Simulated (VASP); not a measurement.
# Li3TlF2 (R-3m) in VASP: notebook, part 2 of 3

VASP 6.6.1. Earlier steps stand in the parts before.

**3. Single point, PBE**

This run uses another cell than the first one, of 18.04 Å³/atom.

Input file INCAR:

```
  ALGO = Normal
  EDIFF = 1E-6
  ENCUT = 750
  GGA = PE
  GGA_COMPAT = F
  ISIF = 2
  ISMEAR = 0
  LASPH = T
  LCHARG = F
  LREAL = F
  LWAVE = F
  NBANDS = 27
  NELM = 120
  PREC = Accurate
  SIGMA = 0.1
```

Input file KPOINTS:

```
k-points
0
Gamma
  4 4 4
```

Input file POSCAR:

```
Li3TlF2
1.0
    3.1751015573      1.8331457407      3.0998401421
   -3.1751015573      1.8331457407      3.0998401421
    0.0000000000     -3.6662914757      3.0998401454
Li Tl F
3 1 2
Direct
    0.5000000000      0.5000000000      0.0000000000
    0.5000000000      0.0000000000      0.5000000000
    0.0000000000      0.5000000000      0.5000000000
    0.0000000000      0.0000000000      0.0000000000
    0.6611654129      0.6611654129      0.6611654129
    0.3388345871      0.3388345871      0.3388345871
```

Potentials or basis: VASP PAW PBE potentials, release 64 (Li_sv, Tl_d, F).

Command:

```
$ cat potpaw_PBE.64/Li_sv/POTCAR potpaw_PBE.64/Tl_d/POTCAR potpaw_PBE.64/F/POTCAR > POTCAR
$ mpirun -np 1 vasp_std > vasp.out
```

It took 44 s on 1 thread of Intel Xeon 6975P-C (Granite Rapids), shared host; peak memory 0.35 GiB.

The run converged. Its results:

* Free energy: -21.5939 eV
* Pressure: -0.1 GPa
* Band gap on the k mesh: zero (bands 18 and 19 overlap by 0.96 eV)

Levels at points of the mesh, in eV from the Fermi level:
```csv
k point,band 15,band 16,band 17,band 18,band 19,band 20,band 21,band 22
"(0.00, 0.00, 0.00)",-5.82,-5.51,-5.30,0.66,0.66,2.80,3.26,4.85
"(0.50, 0.00, 0.00)",-5.82,-5.76,-4.82,-1.07,1.39,2.54,3.27,4.32
"(0.50, 0.50, 0.00)",-5.87,-5.33,-5.14,-0.45,-0.26,2.39,2.75,4.53
"(0.50, 0.50, 0.50)",-5.96,-5.96,-4.83,-0.30,-0.30,0.10,4.44,4.44
```

Caveat: spin-orbit coupling is left out, which moves the levels of the heavy elements.

**4. Relaxation of cell and atoms, PBE**

Input file INCAR:

```
SYSTEM = Li3TlF2
PREC     = Accurate       ! precision mode
ENCUT    = 750            ! plane-wave cutoff, eV
EDIFF    = 1E-7           ! SCF threshold, eV
ISMEAR   = 0              ! smearing method
SIGMA    = 0.1            ! smearing width, eV
LREAL    = .False.        ! projectors in reciprocal space
LASPH    = .True.         ! aspherical terms in the spheres
NELM     = 120            ! most SCF steps
ALGO     = Normal         ! electronic algorithm
ISIF     = 3              ! what is computed and relaxed
LWAVE    = .False.        ! write WAVECAR
LCHARG   = .False.        ! write CHGCAR
GGA      = PE             ! functional
IBRION   = 2              ! ionic algorithm
NSW      = 90             ! ionic steps
EDIFFG   = -0.04          ! ionic threshold
GGA_COMPAT= .False.      
NELMIN   = 4
```

Input file KPOINTS:

```
Automatic mesh
0
Gamma
  4 4 4
  0 0 0
```

Input file POSCAR:

```
Li3TlF2
1.0
    3.3462071100      1.9319335800      2.7321666700
   -3.3462071100      1.9319335800      2.7321666700
    0.0000000000     -3.8638671500      2.7321666700
Li Tl F
3 1 2
Direct
    0.5000000000      0.5000000000      0.0000000000
    0.5000000000      0.0000000000      0.5000000000
    0.0000000000      0.5000000000      0.5000000000
    0.0000000000      0.0000000000      0.0000000000
    0.7500000000      0.7500000000      0.7500000000
    0.2500000000      0.2500000000      0.2500000000
```

Potentials or basis: VASP PAW PBE potentials, release 64 (Li_sv, Tl_d, F).

Command:

```
$ cat potpaw_PBE.64/Li_sv/POTCAR potpaw_PBE.64/Tl_d/POTCAR potpaw_PBE.64/F/POTCAR > POTCAR
$ mpirun -np 1 vasp_std > vasp.out
```

OUTCAR:

```text
SYSTEM = Li3TlF2
   PREC = Accurate
   ENCUT = 750
   EDIFF = 1E-7
   ISMEAR = 0
   LREAL = .False.
   LASPH = .True.
   NELM = 120
   ISIF = 3
   GGA = PE
   IBRION = 2
   NSW = 90
   EDIFFG = -0.04
   NELMIN = 4

 ion  position               nearest neighbor table
   1  0.500  0.500  0.000-   5 2.05   6 2.05   4 3.35   4 3.35   4 3.35   4 3.35
   2  0.500  0.000  0.500-   5 2.05   6 2.05   4 3.35   4 3.35   4 3.35   4 3.35
   3  0.000  0.500  0.500-   5 2.05   6 2.05   4 3.35   4 3.35   4 3.35   4 3.35
   4  0.000  0.000  0.000-   5 2.05   6 2.05   1 3.35   1 3.35   2 3.35   3 3.35   3 3.35   2 3.35
                             3 3.35   2 3.35   3 3.35   2 3.35   1 3.35   1 3.35
   5  0.750  0.750  0.750-   2 2.05   3 2.05   1 2.05   4 2.05
   6  0.250  0.250  0.250-   2 2.05   3 2.05   1 2.05   4 2.05

  LATTYP: Found a simple cubic cell.
 ALAT       =     4.7322514825

  Lattice vectors:

 A1 = (   3.3462071100,   1.9319335800,   2.7321666700)
 A2 = (  -3.3462071100,   1.9319335800,   2.7321666700)
 A3 = (   0.0000000000,  -3.8638671500,   2.7321666700)

Analysis of symmetry for initial positions (statically):
=====================================================================
 Subroutine PRICEL returns:
 Original cell was already a primitive cell.

 Routine SETGRP: Setting up the symmetry group for a
 simple cubic supercell.

 Subroutine GETGRP returns: Found 12 space group operations
 (whereof 12 operations were pure point group operations)
 out of a pool of 48 trial point group operations.

The static configuration has the point symmetry D_3d.

Analysis of symmetry for dynamics (positions and initial velocities):
=====================================================================
 Subroutine PRICEL returns:
 Original cell was already a primitive cell.

 Routine SETGRP: Setting up the symmetry group for a
 simple cubic supercell.

 Subroutine GETGRP returns: Found 12 space group operations
 (whereof 12 operations were pure point group operations)
 out of a pool of 48 trial point group operations.

The dynamic configuration has the point symmetry D_3d.

 Subroutine INISYM returns: Found 12 space group operations
 (whereof 12 operations are pure point group operations),
 and found     1 'primitive' translations

----------------------------------------------------------------------------------------

                                     Primitive cell

  volume of cell :     105.9750

  direct lattice vectors                    reciprocal lattice vectors
     3.346207110  1.931933580  2.732166670     0.149422909  0.086269357  0.122003294
    -3.346207110  1.931933580  2.732166670    -0.149422909  0.086269357  0.122003294
     0.000000000 -3.863867150  2.732166670     0.000000000 -0.172538713  0.122003294

  length of vectors
     4.732251482  4.732251482  4.732251480     0.211315904  0.211315904  0.211315904

  position of ions in fractional coordinates (direct lattice)
     0.500000000  0.500000000  1.000000000
     0.500000000  0.000000000  0.500000000
     0.000000000  0.500000000  0.500000000
     0.000000000  0.000000000  0.000000000
     0.750000000  0.750000000  0.750000000
     0.250000000  0.250000000  0.250000000

  ion indices of the primitive-cell ions
   primitive index   ion index
                 1           1
[... 40 lines left out ...]
  0.500000  0.500000  0.000000      3.000000
  0.250000  0.250000  0.250000      2.000000
 -0.250000  0.250000  0.250000      6.000000
  0.500000  0.250000  0.250000      6.000000
 -0.250000  0.500000  0.250000      6.000000
  0.500000  0.500000  0.250000      6.000000
  0.500000  0.500000  0.500000      1.000000
   k-points           NKPTS =     13   k-points in BZ     NKDIM =     13   number of bands    NBANDS=     22
   number of dos      NEDOS =    301   number of ions     NIONS =      6
   total plane-waves  NPLWV =  74088
   dimension x,y,z NGX =    42 NGY =   42 NGZ =   42
   dimension x,y,z NGXF=    84 NGYF=   84 NGZF=   84
   ions per type =               3   1   2
   NGX,Y,Z   is equivalent  to a cutoff of  14.75, 14.75, 14.75 a.u.
   NGXF,Y,Z  is equivalent  to a cutoff of  29.51, 29.51, 29.51 a.u.
 SYSTEM =  Li3TlF2
   PREC   = accura    normal or accurate (medium, high low for compatibility)
   ISTART =      0    job   : 0-new  1-cont  2-samecut
   ICHARG =      2    charge: 1-file 2-atom 10-const
   ISPIN  =      1    spin polarized calculation?
   LNONCOLLINEAR =      F non collinear calculations
   LSORBIT =      F    spin-orbit coupling
   LASPH  =      T    aspherical Exc in radial PAW
   ENCUT  =  750.0 eV  55.12 Ry    7.42 a.u.  10.57 10.57 10.57*2*pi/ulx,y,z
   NELM   =    120;   NELMIN=  4; NELMDL= -5     # of ELM steps
   EDIFF  = 0.1E-06   stopping-criterion for ELM
   LREAL  =      F    real-space projection
   EDIFFG = -.4E-01   stopping-criterion for IOM
   NSW    =     90    number of steps for IOM
   IBRION =      2    ionic relax: 0-MD 1-quasi-New 2-CG
   NFREE  =      1    steps in history (QN), initial steepest desc. (CG)
   ISIF   =      3    stress and relaxation
   ISYM   =      2    0-nonsym 1-usesym 2-fastsym
   POTIM  = 0.5000    time-step for ionic-motion
   TEBEG  =    0.0;   TEEND  =   0.0 temperature during run
   PSTRESS=    0.0 pullay stress
   NELECT =      36.0000    total number of electrons
   NUPDOWN=      -1.0000    fix difference up-down
   EMIN   =  10.00;   EMAX   =-10.00  energy-range for DOS
   EFERMI =   0.00;   METHOD = LEGACY
   ISMEAR =     0;   SIGMA  =   0.10  broadening in eV -4-tet -1-fermi 0-gaus
   EFERMI_NEDOS =   21; number of points for ismear=-14 and -15
   IALGO  =     38    algorithm
   IMIX   =      4    mixing-type and parameters
     AMIX     =   0.40;   BMIX     =  1.00
     AMIX_MAG =   1.60;   BMIX_MAG =  1.00
  volume/ion in A,a.u.               =      17.66       119.19
  Fermi-wavevector in a.u.,A,eV,Ry     =   1.142285  2.158606 17.753090  1.304815
  Thomas-Fermi vector in A             =   2.278983
   LORBIT       =      0    0 simple, 1 ext, 2 COOP (PROOUT), +10 PAW based schemes
   GGA     = PE    functional components
   LHFCALC =     F    Hartree Fock is set to
   AEXX    =    0.0000 exact exchange contribution
   IVDW    =     0    specifies the selected vdW correction
   LEPSILON=     F    determine dielectric tensor
   LRPA    =     F    only Hartree local field effects (RPA)
 conjugate gradient relaxation of ions
 non-spin polarized calculation
 Gauss-broadening in eV      SIGMA  =   0.10
  energy-cutoff  :      750.00
  volume of cell :      105.98
 maximum number of plane-waves:      4972
   NGX = 21   NGY = 21   NGZ = 21

--------------------------------------- Ionic step        1  -------------------------------------------

 number of electron      35.9999966 magnetization

 Free energy of the ion-electron system (eV)
  ---------------------------------------------------
  ext. energy  EPLUGINS =         0.00000000
  ---------------------------------------------------
  free energy    TOTEN  =       -18.28980661 eV

  energy without entropy =      -18.27024312  energy(sigma->0) =      -18.28002486

------------------------ aborting loop because EDIFF is reached ----------------------------------------

  FORCE on cell =-STRESS in cart. coord.  units (eV):
  Direction    XX          YY          ZZ          XY          YZ          ZX
  --------------------------------------------------------------------------------------
  -------------------------------------------------------------------------------------
  Total       -1.8285564     -1.8285564     22.4874537      0.0000000      0.0000000      0.0000000
  in kB      -27.6449300    -27.6449301    339.9753399      0.0000000      0.0000004      0.0000000
  external PRESSURE =      94.8951599 kB  Pullay stress =       0.0000000 kB
[... 101 lines left out ...]
  FREE ENERGIE OF THE ION-ELECTRON SYSTEM (eV)
  ---------------------------------------------------
  free  energy   TOTEN  =       -21.1746172399 eV

  energy  without entropy=      -21.1562482893  energy(sigma->0) =      -21.16543276

[... ionic steps 4 to 16 ...]

--------------------------------------- Ionic step       17  -------------------------------------------

 number of electron      36.0000009 magnetization

------------------------ aborting loop because EDIFF is reached ----------------------------------------
[... 75 lines left out ...]
--------------------------------------- Ionic step       19  -------------------------------------------

 number of electron      35.9999999 magnetization

 Free energy of the ion-electron system (eV)
  ---------------------------------------------------
  ext. energy  EPLUGINS =         0.00000000
  ---------------------------------------------------
  free energy    TOTEN  =       -21.58349462 eV

  energy without entropy =      -21.57430554  energy(sigma->0) =      -21.57890008

 E-fermi :   2.6254     XC(G=0):  -8.1040

 val. band max:        2.5961759298   @ k =  -0.2500   0.2500   0.2500
 cond. band min:       2.7146710981   @ k =   0.2500   0.2500   0.0000
 fundamental gap:      0.1184951684
 Fermi energy:         2.6253741426

 k-point     1 :       0.0000    0.0000    0.0000
  band No.  band energies     occupation
      1     -43.7584      2.00000
      2     -43.7429      2.00000
      3     -43.7429      2.00000
      4     -21.5846      2.00000
      5     -21.5433      2.00000
      6      -9.2447      2.00000
[... 347 lines left out ...]
  FREE ENERGIE OF THE ION-ELECTRON SYSTEM (eV)
  ---------------------------------------------------
  free  energy   TOTEN  =       -21.5834946237 eV

  energy  without entropy=      -21.5743055422  energy(sigma->0) =      -21.57890008

 reached required accuracy - stopping structural energy minimisation
```

Wall time 5.9 min (1 thread of Intel Xeon 6975P-C (Granite Rapids), shared host); peak memory 0.3 GiB.

What came out:

```yaml
Free_energy: -21.5835 eV
Relaxed_volume: 17.86 Å³/atom
Relaxed_cell: a = 4.784 Å, b = 4.784 Å, c = 4.784 Å, α = 82.94°, β = 82.94°, γ = 82.94°
Space_group_after_relaxing_to_0.1_Å: R-3m (No. 166)
Energy_gained_by_relaxing: 548.9 meV/atom
Ionic_steps: 19
Pressure_after_relaxing: 0.2 GPa
Largest_force_after_relaxing: 0.014 eV/Å
Band_gap_on_the_k_mesh: zero (bands 18 and 19 overlap by 0.99 eV)
```

Forces in eV/Å, atoms in the order of the input:
```
Li   0.000  0.000  0.000
Li   0.000  0.000  0.000
Li   0.000  0.000  0.000
Tl   0.000  0.000  0.000
F    0.000  0.000  0.014
F    0.000  0.000 -0.014
```

Stress tensor (GPa, compression positive):
```
0.22 0.00 0.00
0.00 0.22 0.00
0.00 0.00 0.01
```

The path:
| step | energy change (eV) | largest force (eV/Å) | pressure (GPa) | volume (Å³) |
| --- | --- | --- | --- | --- |
| 1 | 0.0000 | 5.9284 | 9.49 | 105.98 |
| 2 | -2.8508 | 0.6945 | -2.15 | 121.48 |
| 3 | -2.8848 | 0.6216 | -2.26 | 122.59 |
| 4 | -2.9347 | 0.5123 | -2.40 | 124.77 |
| 5 | -2.9868 | 0.3738 | -2.45 | 129.08 |
| 6 | -2.9914 | 0.3538 | -2.43 | 129.88 |
| 7 | -3.0872 | 0.2971 | -1.39 | 123.40 |
| 8 | -3.1231 | 0.2367 | -0.10 | 117.44 |
| 9 | -3.1234 | 0.2300 | 0.05 | 116.83 |
| 10 | -3.1431 | 0.2328 | 0.07 | 115.99 |
| 11 | -3.1965 | 0.2439 | 0.02 | 113.39 |
| 12 | -3.2645 | 0.2154 | -0.10 | 107.95 |
| 13 | -3.2643 | 0.1606 | -0.10 | 105.54 |
| 14 | -3.2672 | 0.1895 | -0.11 | 106.61 |
| 15 | -3.2847 | 0.0572 | 0.40 | 104.39 |
| 16 | -3.2850 | 0.0381 | 0.48 | 104.08 |
| 17 | -3.2916 | 0.0214 | -0.16 | 107.00 |
| 18 | -3.2916 | 0.0218 | -0.17 | 107.02 |
| 19 | -3.2937 | 0.0140 | 0.15 | 107.16 |

Final structure:
```xyz
6
Lattice="3.1677 1.8289 3.0827 -3.1677 1.8289 3.0827 0.0000 -3.6578 3.0827" Properties=species:S:1:pos:R:3 pbc="T T T"
Li    0.0000    1.8289    3.0827
Li    1.5839   -0.9144    3.0827
Li   -1.5839   -0.9144    3.0827
Tl    0.0000    0.0000    0.0000
F     0.0000    0.0000    6.1035
F     0.0000    0.0000    3.1447
```

Caveat: spin-orbit coupling is left out, which moves the levels of the heavy elements.

(Part 2 of 3 ends here.)

The gap in the log of VASP goes by the Fermi energy; the results here count the filled bands.